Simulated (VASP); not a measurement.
# Ni2Ge (P6_3/mmc) in VASP: a series of runs

The runs below take Ni2Ge through relaxation of cell and atoms, with PBEsol.

Everything below comes from runs of VASP 6.6.1. Logs are shortened: lines on timing, memory, paths and dates and some standing lists are left out, and cuts for length are marked.

### 1 The cell of the first run

The structure is hexagonal, space group P6_3/mmc (No. 194). The conventional cell has a = 3.925 Å, b = 3.925 Å, c = 4.948 Å, α = 90.00°, β = 90.00°, γ = 120.00°. Within 3.0 Å of Ni (site symmetry -6m2) lie 5 Ge at 2.27 to 2.47 Å and 6 Ni at 2.58 Å. Within 3.3 Å of Ni (site symmetry -3m) lie 8 Ni at 2.47 to 2.58 Å and 6 Ge at 2.58 Å. Ge (site symmetry -6m2) has 11 Ni at 2.27 to 2.58 Å within 3.0 Å.

### 2 Relaxation of cell and atoms, PBEsol, target pressure 8 GPa, at which the enthalpy is minimised

The input, INCAR:

```
SYSTEM = Ni2Ge
PREC = Accurate
ENCUT = 600
EDIFF = 1E-6
ISMEAR = 0
SIGMA = 0.1
LREAL = .False.
LASPH = .True.
NELM = 80
ALGO = Fast
ISIF = 3
LWAVE = .False.
LCHARG = .False.
GGA = PS
IBRION = 2
NSW = 70
EDIFFG = -0.008
PSTRESS = 80.0
LUSENCCL = .False.
```

The input, KPOINTS:

```
Automatic mesh
0
Gamma
  12 12 8
  0 0 0
```

The input, POSCAR:

```
Ni2Ge
1.0
    3.9247195009      0.0000000000      0.0000000000
   -1.9623597504      3.3989067906      0.0000000000
    0.0000000000      0.0000000000      4.9476196197
Ni Ge
4 2
Direct
    0.6666666667      0.3333333333      0.2500000000
    0.3333333333      0.6666666667      0.7500000000
    0.0000000000      0.0000000000      0.0000000000
    0.0000000000      0.0000000000      0.5000000000
    0.6666666667      0.3333333333      0.7500000000
    0.3333333333      0.6666666667      0.2500000000
```

Potentials or basis: VASP PAW PBE potentials, release 64 (Ni, Ge_d).

The run is started by

```
$ cat potpaw_PBE.64/Ni/POTCAR potpaw_PBE.64/Ge_d/POTCAR > POTCAR
$ mpirun -np 1 vasp_std > vasp.out
```

OUTCAR:

```text
SYSTEM = Ni2Ge
   PREC = Accurate
   ENCUT = 600
   EDIFF = 1E-6
   ISMEAR = 0
   LREAL = .False.
   LASPH = .True.
   NELM = 80
   ISIF = 3
   GGA = PS
   IBRION = 2
   NSW = 70
   EDIFFG = -0.008
   PSTRESS = 80.0

 ion  position               nearest neighbor table
   1  0.667  0.333  0.250-   6 2.27   6 2.27   6 2.27   5 2.47   5 2.47   3 2.58   4 2.58   3 2.58
                             4 2.58   3 2.58   4 2.58
   2  0.333  0.667  0.750-   5 2.27   5 2.27   5 2.27   6 2.47   6 2.47   3 2.58   4 2.58   4 2.58
                             3 2.58   4 2.58   3 2.58
   3  0.000  0.000  0.000-   4 2.47   4 2.47   1 2.58   5 2.58   6 2.58   2 2.58   1 2.58   5 2.58
                             2 2.58   6 2.58   1 2.58   5 2.58   2 2.58   6 2.58
   4  0.000  0.000  0.500-   3 2.47   3 2.47   1 2.58   5 2.58   6 2.58   2 2.58   1 2.58   5 2.58
                             2 2.58   6 2.58   1 2.58   5 2.58   2 2.58   6 2.58
   5  0.667  0.333  0.750-   2 2.27   2 2.27   2 2.27   1 2.47   1 2.47   3 2.58   4 2.58   3 2.58
                             4 2.58   3 2.58   4 2.58
   6  0.333  0.667  0.250-   1 2.27   1 2.27   1 2.27   2 2.47   2 2.47   3 2.58   4 2.58   4 2.58
                             3 2.58   4 2.58   3 2.58

  LATTYP: Found a hexagonal cell.
 ALAT       =     3.9247195009
 C/A-ratio  =     1.2606301211

  Lattice vectors:

 A1 = (   3.9247195009,   0.0000000000,   0.0000000000)
 A2 = (  -1.9623597504,   3.3989067906,   0.0000000000)
 A3 = (   0.0000000000,   0.0000000000,   4.9476196197)

Analysis of symmetry for initial positions (statically):
=====================================================================
 Subroutine PRICEL returns:
 Original cell was already a primitive cell.

 Routine SETGRP: Setting up the symmetry group for a
 hexagonal supercell.

 Subroutine GETGRP returns: Found 24 space group operations
 (whereof 12 operations were pure point group operations)
 out of a pool of 24 trial point group operations.

The static configuration has the point symmetry D_3d.
 The point group associated with its full space group is D_6h.

Analysis of symmetry for dynamics (positions and initial velocities):
=====================================================================
 Subroutine PRICEL returns:
 Original cell was already a primitive cell.

 Routine SETGRP: Setting up the symmetry group for a
 hexagonal supercell.

 Subroutine GETGRP returns: Found 24 space group operations
 (whereof 12 operations were pure point group operations)
 out of a pool of 24 trial point group operations.

The dynamic configuration has the point symmetry D_3d.
 The point group associated with its full space group is D_6h.

[... 116 lines left out ...]
   PSTRESS=   80.0 pullay stress
   NELECT =      68.0000    total number of electrons
   NUPDOWN=      -1.0000    fix difference up-down
   EMIN   =  10.00;   EMAX   =-10.00  energy-range for DOS
   EFERMI =   0.00;   METHOD = LEGACY
   ISMEAR =     0;   SIGMA  =   0.10  broadening in eV -4-tet -1-fermi 0-gaus
   EFERMI_NEDOS =   21; number of points for ismear=-14 and -15
   IALGO  =     68    algorithm
   IMIX   =      4    mixing-type and parameters
     AMIX     =   0.40;   BMIX     =  1.00
     AMIX_MAG =   1.60;   BMIX_MAG =  1.00
  volume/ion in A,a.u.               =      11.00        74.23
  Fermi-wavevector in a.u.,A,eV,Ry     =   1.653470  3.124606 37.197841  2.733964
  Thomas-Fermi vector in A             =   2.741903
   LORBIT       =      0    0 simple, 1 ext, 2 COOP (PROOUT), +10 PAW based schemes
   GGA     = PS    functional components
   LHFCALC =     F    Hartree Fock is set to
   AEXX    =    0.0000 exact exchange contribution
   IVDW    =     0    specifies the selected vdW correction
   LEPSILON=     F    determine dielectric tensor
   LRPA    =     F    only Hartree local field effects (RPA)
 conjugate gradient relaxation of ions
 non-spin polarized calculation
 RMM-DIIS sequential band-by-band and
 Gauss-broadening in eV      SIGMA  =   0.10
  energy-cutoff  :      600.00
  volume of cell :       66.00
 maximum number of plane-waves:      2229
 NGX is ok and might be reduce to    32
   NGX = 15   NGY = 15   NGZ = 19

--------------------------------------- Ionic step        1  -------------------------------------------

 number of electron      68.0000002 magnetization

 Free energy of the ion-electron system (eV)
  ---------------------------------------------------
  ext. energy  EPLUGINS =         0.00000000
  ---------------------------------------------------
  free energy    TOTEN  =       -36.41396299 eV

  energy without entropy =      -36.39562223  energy(sigma->0) =      -36.40479261

------------------------ aborting loop because EDIFF is reached ----------------------------------------

  FORCE on cell =-STRESS in cart. coord.  units (eV):
  Direction    XX          YY          ZZ          XY          YZ          ZX
  --------------------------------------------------------------------------------------
  -------------------------------------------------------------------------------------
  Total        3.6924352      3.6924352      3.2798058      0.0000000      0.0000000     -0.0000000
  in kB       89.6353436     89.6353436     79.6185995      0.0000000      0.0000000     -0.0000000
  external PRESSURE =       6.2964289 kB  Pullay stress =      80.0000000 kB
[... 113 lines left out ...]
--------------------------------------- Ionic step        4  -------------------------------------------

 number of electron      68.0000006 magnetization

 Free energy of the ion-electron system (eV)
  ---------------------------------------------------
  ext. energy  EPLUGINS =         0.00000000
  ---------------------------------------------------
  free energy    TOTEN  =       -36.42031072 eV

  energy without entropy =      -36.40198205  energy(sigma->0) =      -36.41114638

 E-fermi :  10.8462     XC(G=0): -13.7182

 val. band max:       10.8322222455   @ k =   0.1667   0.1667   0.3750
 cond. band min:      10.8500942684   @ k =   0.2500   0.0833   0.2500
 fundamental gap:      0.0178720228
 Fermi energy:        10.8462114777

 k-point     1 :       0.0000    0.0000    0.0000
  band No.  band energies     occupation
      1     -13.9830      2.00000
      2     -13.9718      2.00000
      3     -13.9498      2.00000
      4     -13.9498      2.00000
      5     -13.9131      2.00000
      6     -13.9131      2.00000
[... 1021 lines left out ...]
     39      14.3368      0.00000
     40      15.9454      0.00000

 [... further k-points ...]

------------------------ aborting loop because EDIFF is reached ----------------------------------------

  FORCE on cell =-STRESS in cart. coord.  units (eV):
  Direction    XX          YY          ZZ          XY          YZ          ZX
  --------------------------------------------------------------------------------------
  -------------------------------------------------------------------------------------
  Total        3.2643178      3.2643178      3.2635695      0.0000000     -0.0000000     -0.0000000
  in kB       79.1052109     79.1052109     79.0870773      0.0000000     -0.0000000     -0.0000000
  external PRESSURE =      -0.9008337 kB  Pullay stress =      80.0000000 kB
[... 25 lines left out ...]
  energy  without entropy=      -36.4019820498  energy(sigma->0) =      -36.41114638

  enthalpy is  TOTEN    =       -33.1190689807 eV   P V=        3.3012417379

 reached required accuracy - stopping structural energy minimisation
```

OSZICAR:

```text
N       E                     dE             d eps       ncg     rms          rms(c)
DAV:   1     0.648808563838E+03    0.64881E+03   -0.32744E+04  8720   0.456E+03
[... 49 lines left out ...]
RMM:   2    -0.364212017017E+02    0.11759E-02   -0.70782E-03  9389   0.890E-01    0.221E-01
RMM:   3    -0.364209678710E+02    0.23383E-03   -0.32450E-03  9480   0.564E-01    0.247E-01
RMM:   4    -0.364206367621E+02    0.33111E-03   -0.14697E-03  9888   0.342E-01    0.172E-01
RMM:   5    -0.364203023061E+02    0.33446E-03   -0.65529E-04  8818   0.219E-01    0.160E-02
RMM:   6    -0.364203092263E+02   -0.69202E-05   -0.10534E-04  9749   0.725E-02    0.104E-02
RMM:   7    -0.364203102295E+02   -0.10032E-05   -0.18986E-05  9533   0.340E-02    0.616E-03
RMM:   8    -0.364203107186E+02   -0.48913E-06   -0.59033E-06  7918   0.190E-02
   4 F= -.33119069E+02 E0= -.33109905E+02  d E =-.177382E-03
```

CONTCAR:

```text
Ni2Ge
    1.000000000000000
     3.9314293117214372    0.0000000000023077   -0.0000000000000000
    -1.9657146558086347    3.4047176572323448   -0.0000000000000000
     0.0000000000000000   -0.0000000000000000    4.9393107303310027
  Ni              Ge
     4     2
Direct
     0.6666666667000030    0.3333333332999970    0.2500000000000000
     0.3333333332999970    0.6666666667000030    0.7500000000000000
     1.0000000000000000    0.0000000000000000    1.0000000000000000
     1.0000000000000000    0.0000000000000000    0.5000000000000000
     0.6666666667000030    0.3333333332999970    0.7500000000000000
     0.3333333332999970    0.6666666667000030    0.2500000000000000

  0.00000000E+00  0.00000000E+00  0.00000000E+00
  0.00000000E+00  0.00000000E+00  0.00000000E+00
  0.00000000E+00  0.00000000E+00  0.00000000E+00
  0.00000000E+00  0.00000000E+00  0.00000000E+00
  0.00000000E+00  0.00000000E+00  0.00000000E+00
  0.00000000E+00  0.00000000E+00  0.00000000E+00
```

Wall time 6.7 min (1 × NVIDIA H100 80GB with 1 thread of AMD EPYC 7R13 (Zen 3), shared host); peak memory 1.4 GiB.

What came out:

| Item | Value |
| --- | --- |
| Free energy | -36.4203 eV |
| Relaxed volume | 11.02 Å³/atom |
| Relaxed cell | a = 3.931 Å, b = 3.931 Å, c = 4.939 Å, α = 90.00°, β = 90.00°, γ = 120.00° |
| Space group after relaxing (to 0.1 Å) | P6_3/mmc (No. 194) |
| Energy change on relaxing (the run minimises the enthalpy) | -1.1 meV/atom |
| Ionic steps | 4 |
| Pressure after relaxing | 7.9 GPa |
| Band gap on the k mesh | zero (bands 34 and 35 overlap by 2.92 eV) |

The path:
```csv
step,energy change (eV),largest force (eV/Å),pressure (GPa),volume (Å³)
1,0.0000,0.0000,8.63,66.00
2,-0.0202,0.0000,6.97,66.41
3,-0.0087,0.0000,7.81,66.17
4,-0.0063,0.0000,7.91,66.11
```

Final structure:
```
Ni Ge
1.0
     3.93143    0.00000    0.00000
    -1.96571    3.40472    0.00000
     0.00000    0.00000    4.93931
Ni Ge
4 2
Direct
  0.66667 0.33333 0.25000
  0.33333 0.66667 0.75000
  0.00000 0.00000 0.00000
  0.00000 0.00000 0.50000
  0.66667 0.33333 0.75000
  0.33333 0.66667 0.25000
```

Caveat: the cell is relaxed towards a set pressure, so the run minimises the enthalpy, not the energy; the PAW data sets were made with another functional, which shifts forces and pressure a little. Spin polarisation is off, so any magnetic state and its effect on volume and gap are missing.

### 3 Relaxation of cell and atoms, PBEsol, target pressure 3 GPa, at which the enthalpy is minimised

This run uses another cell than the first one, of 11.10 Å³/atom.

The input, INCAR:

```
ALGO = Fast
EDIFF = 1E-7
EDIFFG = -0.008
ENCUT = 600
GGA = PS
IBRION = 2
ISIF = 3
ISMEAR = 0
LASPH = T
LCHARG = F
LREAL = F
LUSENCCL = F
LWAVE = F
NELM = 80
NSW = 70
PREC = Accurate
PSTRESS = 30.0
SIGMA = 0.1
```

The input, KPOINTS:

```
k-points
0
Gamma
  12 12 8
```

Changes to POSCAR since step 2:

```diff
@@ -2,5 +2,5 @@
 1.0
-    3.9247195009      0.0000000000      0.0000000000
-   -1.9623597504      3.3989067906      0.0000000000
-    0.0000000000      0.0000000000      4.9476196197
+    3.9347489355      0.0000000000      0.0000000000
+   -1.9673744677      3.4075925357      0.0000000000
+    0.0000000000      0.0000000000      4.9670819690
 Ni Ge
```

Potentials or basis: VASP PAW PBE potentials, release 64 (Ni, Ge_d).

The run is started by

```
$ cat potpaw_PBE.64/Ni/POTCAR potpaw_PBE.64/Ge_d/POTCAR > POTCAR
$ mpirun -np 1 vasp_std > vasp.out
```

It took 7.4 min on 1 × NVIDIA H100 80GB with 1 thread of AMD EPYC 7R13 (Zen 3), shared host; peak memory 1.4 GiB.

It converged, with:

```
Free energy                                                : -36.4711 eV
Relaxed volume                                             : 11.27 Å³/atom
Relaxed cell                                               : a = 3.957 Å, b = 3.957 Å, c = 4.987 Å, α = 90.00°, β = 90.00°, γ = 120.00°
Space group after relaxing (to 0.1 Å)                      : P6_3/mmc (No. 194)
Energy change on relaxing (the run minimises the enthalpy) : -4.9 meV/atom
Ionic steps                                                : 3
Pressure after relaxing                                    : 3.0 GPa
Band gap on the k mesh                                     : zero (bands 34 and 35 overlap by 2.84 eV)
```

Stress tensor (GPa, compression positive):
```
3.06 0.00 0.00
0.00 3.06 0.00
0.00 0.00 2.93
```

Step by step:
```
step  energy change (eV)  largest force (eV/Å)  pressure (GPa)  volume (Å³)
   1              0.0000                0.0000            6.33        66.60
   2             -0.0372                0.0000           -0.88        68.85
   3             -0.0294                0.0000            3.02        67.61
```

Final structure:
```yaml
crystal:
  lattice:
    - [3.95659, 0.00000, 0.00000]
    - [-1.97829, 3.42650, 0.00000]
    - [0.00000, 0.00000, 4.98678]
  atoms:
    - { symbol: Ni, position: [0.66667, 0.33333, 0.25000] }
    - { symbol: Ni, position: [0.33333, 0.66667, 0.75000] }
    - { symbol: Ni, position: [0.00000, 0.00000, 0.00000] }
    - { symbol: Ni, position: [0.00000, 0.00000, 0.50000] }
    - { symbol: Ge, position: [0.66667, 0.33333, 0.75000] }
    - { symbol: Ge, position: [0.33333, 0.66667, 0.25000] }
```

Levels at points of the mesh, in eV from the Fermi level:
```csv
k point,band 32,band 33,band 34,band 35,band 36,band 37
"(0.00, 0.00, 0.00)",-0.61,0.14,2.23,2.76,2.76,2.92
"(0.50, 0.00, 0.00)",-1.20,-1.01,-0.67,-0.53,0.73,1.79
"(0.00, 0.00, 0.50)",-1.16,1.49,1.49,3.29,3.29,3.29
"(0.50, 0.00, 0.50)",-1.23,-0.87,-0.87,0.91,0.91,2.60
```

Caveat: the cell is relaxed towards a set pressure, so the run minimises the enthalpy, not the energy; the PAW data sets were made with another functional, which shifts forces and pressure a little.

(Part 1 of 2 ends here.)
